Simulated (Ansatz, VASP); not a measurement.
# Two plane-wave programs on Ba

Contents of INCAR:

```
PREC = Accurate ; ENCUT = 520
EDIFF = 1E-7 ; ISMEAR = 0
SIGMA = 0.15 ; LREAL = F
LASPH = T ; NELM = 60
ALGO = Fast ; ISIF = 2
LWAVE = F ; LCHARG = F
GGA = CA ; NBANDS = 11
```

Contents of KPOINTS:

```
regular mesh
0
Gamma
  14 14 14
```

The input POSCAR:

```
Ba
1.0
   -2.5000000000      2.5000000000      2.4000000000
    2.5000000000     -2.5000000000      2.4000000000
    2.5000000000      2.5000000000     -2.4000000000
Ba
1
Direct
    0.0000000000      0.0000000000      0.0000000000
```

Input for Ansatz:

```yaml
crystal:
  lattice:
    - [-2.5, 2.5, 2.4]
    - [2.5, -2.5, 2.4]
    - [2.5, 2.5, -2.4]
  atoms:
    - { symbol: Ba, position: [0.0, 0.0, 0.0] }
basis:
  ecutwfc: 420
kpoints:
  mp_grid: { grid: [14, 14, 14] }
hamiltonian:
  xc: lda
scf:
  occupations: { method: gaussian, width: 0.15 }
output:
  forces: true
  stress: true
  eigenvalues: true
```

Change from the starting cell: strain +0.000 along x and y, -0.040 along z, atoms carried along.

Alike in both runs: task single point; functional LDA; k mesh 14 × 14 × 14; occupations gaussian, width 0.15 eV; no spin polarisation.

|  | VASP | Ansatz |
| --- | --- | --- |
| version | VASP 6.6.1 | Ansatz 0.2.0 |
| potentials or method | VASP PAW LDA potentials, release 64 (Ba_sv), cutoff 520 eV | scalar-relativistic, plane waves, PAW |
| valence electrons in the cell | 10 | 10 |

VASP gave:

- gap on the k mesh at the Fermi level (eV): none
- pressure (GPa): -0.9
- traceless stress, the component that is largest in VASP (GPa): 0.14

Estimate Ansatz's values.

gap on the k mesh at the Fermi level (eV): none; pressure (GPa): -1.0; traceless stress, the component that is largest in VASP (GPa): 0.13.

LDA's correlation is that of Perdew and Zunger in VASP and of Perdew and Wang (1992) in Ansatz. A gap of «none» marks a metal or a gap that the smearing closes.

Neither program's run includes spin-orbit coupling.
